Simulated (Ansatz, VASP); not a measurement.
H10CO5: VASP beside Ansatz

```
O H C
1.0
     5.65665    0.00000    0.00000
     0.00000    5.65665    0.00000
     0.00000    0.00000    5.65665
O H C
5 10 1
Direct
  0.75254 0.95535 0.35744
  0.84927 0.57445 0.89819
  0.50928 0.36292 0.18358
  0.09621 0.57797 0.46180
  0.49848 0.95579 0.89004
  0.67587 0.88667 0.21885
  0.71880 0.12476 0.33437
  0.93464 0.53533 0.75152
  0.78411 0.73095 0.86841
  0.63065 0.43975 0.08305
  0.45413 0.23676 0.07788
  0.20631 0.51248 0.34619
  0.00978 0.70523 0.38304
  0.30587 0.00889 0.59240
  0.47205 0.71989 0.61961
  0.42606 0.89342 0.69501
```

Alike in both runs: functional PBE; k mesh 1 × 1 × 1; occupations fermi-dirac, width 0.02 eV; no spin polarisation.

Ansatz relaxed the structure, and its values are those at the end. VASP's run is a single point on that final structure, the one shown.

```csv
,VASP,Ansatz
version,VASP 6.6.1,Ansatz 0.2.0
potentials or method,"VASP PAW PBE potentials, release 64 (O, H, C), cutoff 520 eV","scalar-relativistic, plane waves, PAW"
valence electrons in the cell,44,44
```

|  | VASP | Ansatz | Ansatz less VASP |
| --- | --- | --- | --- |
| rms of the force components (eV/Å) | 0.085 | 0.056 | -0.0289 |

Noted on VASP's run: the standard files for N, O and F lose accuracy on very short bonds.
